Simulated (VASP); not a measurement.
# AlN (P6_3/mmc) in VASP: single point with PBE

Aim: the single point of AlN with PBE.

All numbers are computed with VASP 6.6.1; they aren't measurements. Logs are shortened: lines on timing, memory, paths and dates and some standing lists are left out, and cuts for length are marked.

### 1 The cell of the first run

The structure is hexagonal, space group P6_3/mmc (No. 194). Conventional cell: a = 3.312 Å, b = 3.312 Å, c = 4.188 Å, α = 90.00°, β = 90.00°, γ = 120.00°. Within 2.5 Å of Al (site symmetry -6m2) lie 5 N at 1.91 to 2.09 Å. Within 2.5 Å of N (site symmetry -6m2) lie 5 Al at 1.91 to 2.09 Å.

### 2 Single point, PBE

INCAR reads:

```
  PREC = Accurate
  ENCUT = 520
  EDIFF = 1E-6
  ISMEAR = 0
  SIGMA = 0.1
  LREAL = Auto
  LASPH = T
  NELM = 100
  ALGO = Normal
  ISIF = 2
  LWAVE = F
  LCHARG = F
  GGA = PE
  ISYM = 0
  NBANDS = 46
```

KPOINTS reads:

```
Automatic mesh
0
Gamma
  2 2 2
  0.5 0.5 0.5
```

POSCAR reads:

```
AlN
1.0
    1.6560578709      2.8683763727     -4.1875630000
    1.6560578709      2.8683763727      4.1875630000
    4.9681736127     -2.8683763727      0.0000000000
Al N
8 8
Direct
    0.8750000000      0.6250000000      0.8333333333
    0.1250000000      0.8750000000      0.3333333333
    0.3750000000      0.1250000000      0.8333333333
    0.6250000000      0.3750000000      0.3333333333
    0.1250000000      0.3750000000      0.1666666667
    0.3750000000      0.6250000000      0.6666666667
    0.6250000000      0.8750000000      0.1666666667
    0.8750000000      0.1250000000      0.6666666667
    0.1250000000      0.3750000000      0.8333333333
    0.3750000000      0.6250000000      0.3333333333
    0.6250000000      0.8750000000      0.8333333333
    0.8750000000      0.1250000000      0.3333333333
    0.8750000000      0.6250000000      0.1666666667
    0.1250000000      0.8750000000      0.6666666667
    0.3750000000      0.1250000000      0.1666666667
    0.6250000000      0.3750000000      0.6666666667
```

Potentials or basis: VASP PAW PBE potentials, release 64 (Al, N).

Run with:

```sh
cat potpaw_PBE.64/Al/POTCAR potpaw_PBE.64/N/POTCAR > POTCAR
mpirun -np 1 vasp_std > vasp.out
```

OUTCAR:

```text
PREC = Accurate
   ENCUT = 520
   EDIFF = 1E-6
   ISMEAR = 0
   LREAL = Auto
   LASPH = T
   NELM = 100
   ISIF = 2
   GGA = PE
   ISYM = 0

 ion  position               nearest neighbor table
   1  0.875  0.625  0.833-  16 1.91  14 1.91  13 1.91  11 2.09   9 2.09   8 2.84   6 2.84   8 2.84
                             6 2.84   5 2.84   7 2.84   2 3.31   4 3.31   4 3.31   3 3.31   2 3.31
   2  0.125  0.875  0.333-  13 1.91  15 1.91  14 1.91  12 2.09  10 2.09   5 2.84   7 2.84   7 2.84
                             5 2.84   8 2.84   6 2.84   3 3.31   1 3.31   3 3.31   1 3.31   4 3.31
   3  0.375  0.125  0.833-  14 1.91  16 1.91  15 1.91  11 2.09   9 2.09   6 2.84   8 2.84   8 2.84
                             6 2.84   5 2.84   7 2.84   4 3.31   2 3.31   4 3.31   2 3.31   1 3.31
   4  0.625  0.375  0.333-  15 1.91  13 1.91  16 1.91  12 2.09  10 2.09   7 2.84   5 2.84   7 2.84
                             5 2.84   8 2.84   6 2.84   1 3.31   3 3.31   3 3.31   2 3.31   1 3.31
   5  0.125  0.375  0.167-  10 1.91  12 1.91   9 1.91  13 2.09  15 2.09   4 2.84   2 2.84   2 2.84
                             4 2.84   1 2.84   3 2.84   6 3.31   8 3.31   8 3.31   7 3.31   6 3.31
   6  0.375  0.625  0.667-  11 1.91   9 1.91  10 1.91  14 2.09  16 2.09   3 2.84   1 2.84   3 2.84
                             1 2.84   4 2.84   2 2.84   7 3.31   5 3.31   7 3.31   5 3.31   8 3.31
   7  0.625  0.875  0.167-  12 1.91  10 1.91  11 1.91  13 2.09  15 2.09   4 2.84   2 2.84   4 2.84
                             2 2.84   1 2.84   3 2.84   8 3.31   6 3.31   8 3.31   6 3.31   5 3.31
   8  0.875  0.125  0.667-   9 1.91  11 1.91  12 1.91  14 2.09  16 2.09   3 2.84   1 2.84   1 2.84
                             3 2.84   4 2.84   2 2.84   5 3.31   7 3.31   7 3.31   6 3.31   5 3.31
   9  0.125  0.375  0.833-   8 1.91   6 1.91   5 1.91   3 2.09   1 2.09
  10  0.375  0.625  0.333-   5 1.91   7 1.91   6 1.91   4 2.09   2 2.09
  11  0.625  0.875  0.833-   6 1.91   8 1.91   7 1.91   3 2.09   1 2.09
  12  0.875  0.125  0.333-   7 1.91   5 1.91   8 1.91   4 2.09   2 2.09
  13  0.875  0.625  0.167-   2 1.91   4 1.91   1 1.91   5 2.09   7 2.09
  14  0.125  0.875  0.667-   3 1.91   1 1.91   2 1.91   6 2.09   8 2.09
  15  0.375  0.125  0.167-   4 1.91   2 1.91   3 1.91   5 2.09   7 2.09
  16  0.625  0.375  0.667-   1 1.91   3 1.91   4 1.91   6 2.09   8 2.09

IMPORTANT INFORMATION: All symmetrisations will be switched off!
NOSYMM: (Re-)initialisation of all symmetry stuff for point group C_1.

----------------------------------------------------------------------------------------

                                     Primitive cell

  volume of cell :     159.1340

  direct lattice vectors                    reciprocal lattice vectors
     1.656057871  2.868376373 -4.187563000     0.075480454  0.130735981 -0.119401189
     1.656057871  2.868376373  4.187563000     0.075480454  0.130735981  0.119401189
     4.968173613 -2.868376373  0.000000000     0.150960908 -0.087157321  0.000000000

  length of vectors
[... 105 lines left out ...]
   EFERMI_NEDOS =   21; number of points for ismear=-14 and -15
   IALGO  =     38    algorithm
   IMIX   =      4    mixing-type and parameters
     AMIX     =   0.40;   BMIX     =  1.00
     AMIX_MAG =   1.60;   BMIX_MAG =  1.00
  volume/ion in A,a.u.               =       9.95        67.12
  Fermi-wavevector in a.u.,A,eV,Ry     =   1.208409  2.283561 19.867927  1.460251
  Thomas-Fermi vector in A             =   2.344017
   LORBIT       =      0    0 simple, 1 ext, 2 COOP (PROOUT), +10 PAW based schemes
   GGA     = PE    functional components
   LHFCALC =     F    Hartree Fock is set to
   AEXX    =    0.0000 exact exchange contribution
   IVDW    =     0    specifies the selected vdW correction
   LEPSILON=     F    determine dielectric tensor
   LRPA    =     F    only Hartree local field effects (RPA)
 non-spin polarized calculation
 Gauss-broadening in eV      SIGMA  =   0.10
  energy-cutoff  :      520.00
  volume of cell :      159.13
 maximum number of plane-waves:      4285
   NGX = 19   NGY = 19   NGZ = 21

 number of electron      63.9999989 magnetization

 Free energy of the ion-electron system (eV)
  ---------------------------------------------------
  ext. energy  EPLUGINS =         0.00000000
  ---------------------------------------------------
  free energy    TOTEN  =      -117.22444123 eV

  energy without entropy =     -117.22444123  energy(sigma->0) =     -117.22444123

 E-fermi :   7.5069     XC(G=0): -11.1590

 val. band max:        7.0488603504   @ k =  -0.2500   0.2500   0.2500
 cond. band min:      12.4648987134   @ k =  -0.2500   0.2500   0.2500
 fundamental gap:      5.4160383631
 Fermi energy:         7.5069112367

 k-point     1 :       0.2500    0.2500    0.2500
  band No.  band energies     occupation
      1      -8.1521      2.00000
      2      -7.0637      2.00000
      3      -6.8939      2.00000
      4      -6.8939      2.00000
      5      -6.2678      2.00000
      6      -6.2678      2.00000
[... 177 lines left out ...]
     43      16.5008      0.00000
     44      16.5008      0.00000
 [bands above 44 left out]

------------------------ aborting loop because EDIFF is reached ----------------------------------------

  FORCE on cell =-STRESS in cart. coord.  units (eV):
  Direction    XX          YY          ZZ          XY          YZ          ZX
  --------------------------------------------------------------------------------------
  -------------------------------------------------------------------------------------
  Total       -0.1871775      0.1514035      0.4287568      0.2932247      0.0000163     -0.0000018
  in kB       -1.8845223      1.5243456      4.3167666      2.9522160      0.0001641     -0.0000183
  external PRESSURE =       1.3188633 kB  Pullay stress =       0.0000000 kB

 VOLUME and BASIS-vectors are now :
 -----------------------------------------------------------------------------
  energy-cutoff  :      520.00
  volume of cell :      159.13
      direct lattice vectors                 reciprocal lattice vectors
     1.656057871  2.868376373 -4.187563000     0.075480454  0.130735981 -0.119401189
     1.656057871  2.868376373  4.187563000     0.075480454  0.130735981  0.119401189
     4.968173613 -2.868376373  0.000000000     0.150960908 -0.087157321  0.000000000

 POSITION                                       TOTAL-FORCE (eV/Angst)
 -----------------------------------------------------------------------------------
      6.62423      1.91225     -1.04689        -0.007208      0.004097      0.000012
      3.31212      1.91225      3.14067        -0.007270      0.004198      0.000025
      4.96817     -0.95613     -1.04689        -0.007181      0.004174      0.000007
      3.31212      1.91225     -1.04689        -0.007251      0.004138      0.000011
      1.65606      0.95613      1.04689         0.007177     -0.004101      0.000001
      4.96817      0.95613      1.04689         0.007243     -0.004179     -0.000007
[... 8 lines left out ...]
      1.65606      0.95613     -1.04689         0.003756     -0.002127     -0.000022
      4.96817      0.95613     -1.04689         0.003554     -0.002124      0.000061
 -----------------------------------------------------------------------------------
    total drift:                                0.000197      0.000172     -0.000067

  FREE ENERGIE OF THE ION-ELECTRON SYSTEM (eV)
  ---------------------------------------------------
  free  energy   TOTEN  =      -117.2244412306 eV

  energy  without entropy=     -117.2244412306  energy(sigma->0) =     -117.22444123
```

OSZICAR:

```text
N       E                     dE             d eps       ncg     rms          rms(c)
DAV:   1     0.260298718947E+03    0.26030E+03   -0.29909E+04   368   0.126E+03
DAV:   2    -0.111494129229E+03   -0.37179E+03   -0.35130E+03   472   0.260E+02
DAV:   3    -0.134919999805E+03   -0.23426E+02   -0.23277E+02   480   0.693E+01
DAV:   4    -0.135215421925E+03   -0.29542E+00   -0.29496E+00   440   0.841E+00
DAV:   5    -0.135220894639E+03   -0.54727E-02   -0.54703E-02   448   0.111E+00    0.234E+01
DAV:   6    -0.117332250361E+03    0.17889E+02   -0.66009E+01   448   0.314E+01    0.798E+00
DAV:   7    -0.117294644742E+03    0.37606E-01   -0.26853E+00   416   0.661E+00    0.557E+00
DAV:   8    -0.117235221582E+03    0.59423E-01   -0.27083E-01   404   0.276E+00    0.800E-01
DAV:   9    -0.117222509861E+03    0.12712E-01   -0.58443E-02   448   0.944E-01    0.454E-01
DAV:  10    -0.117224780368E+03   -0.22705E-02   -0.93205E-03   450   0.380E-01    0.278E-01
DAV:  11    -0.117224431722E+03    0.34865E-03   -0.10923E-03   440   0.141E-01    0.689E-02
DAV:  12    -0.117224443156E+03   -0.11434E-04   -0.86297E-05   424   0.445E-02    0.322E-02
DAV:  13    -0.117224440611E+03    0.25453E-05   -0.71858E-06   424   0.149E-02    0.254E-02
DAV:  14    -0.117224441231E+03   -0.61987E-06   -0.88898E-06   416   0.136E-02
   1 F= -.11722444E+03 E0= -.11722444E+03  d E =-.217987E-10
```

It took 24 s on 1 thread of Intel Xeon 6975P-C (Granite Rapids), shared host; peak memory 0.25 GiB.

Results:

```
Free energy            : -117.2244 eV
Pressure               : 0.1 GPa
Largest force          : 0.008 eV/Å
Band gap on the k mesh : 5.42 eV
```

Forces on the atoms (eV/Å):
```
Al  -0.007  0.004  0.000
Al  -0.007  0.004  0.000
Al  -0.007  0.004  0.000
Al  -0.007  0.004  0.000
Al   0.007 -0.004  0.000
Al   0.007 -0.004  0.000
Al   0.007 -0.004  0.000
Al   0.007 -0.004  0.000
N   -0.004  0.002  0.000
N   -0.004  0.002  0.000
N   -0.004  0.002  0.000
N   -0.004  0.002  0.000
N    0.004 -0.002  0.000
N    0.004 -0.002  0.000
N    0.004 -0.002  0.000
N    0.004 -0.002  0.000
```

Caveat: the k points lie up to 0.60 Å⁻¹ apart. A k mesh can miss the band edges.
